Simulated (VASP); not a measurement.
A run of VASP 6.6.1 is set up as follows.

The input INCAR:

```
ALGO = Normal
EDIFF = 1E-6
ENCUT = 520
GGA = PE
ISIF = 2
ISMEAR = 0
LASPH = T
LCHARG = T
LELF = T
LREAL = F
LVHAR = T
LWAVE = F
NBANDS = 16
NELM = 60
PREC = Accurate
SIGMA = 0.01
```

Contents of KPOINTS:

```
k-points
0
Gamma
  6 6 6
```

POSCAR

```
GaP
1.0
    0.0000000000      2.7008069793      2.7008069793
    2.7008069793      0.0000000000      2.7008069793
    2.7008069793      2.7008069793      0.0000000000
Ga P
1 1
Direct
    0.0000000000      0.0000000000      0.0000000000
    0.2500000000      0.2500000000      0.2500000000
```

Potentials or basis: VASP PAW PBE potentials, release 64 (Ga_d, P).

Command:

```bash
$ cat potpaw_PBE.64/Ga_d/POTCAR potpaw_PBE.64/P/POTCAR > POTCAR
$ mpirun -np 1 vasp_std > vasp.out
```

Task: What does it give for the band gap on the k mesh?

Result: 1.59 eV, indirect (least direct gap 2.05 eV).

Task: What does it give for the pressure?

Result: 5.0 GPa.

A k mesh can miss the band edges.
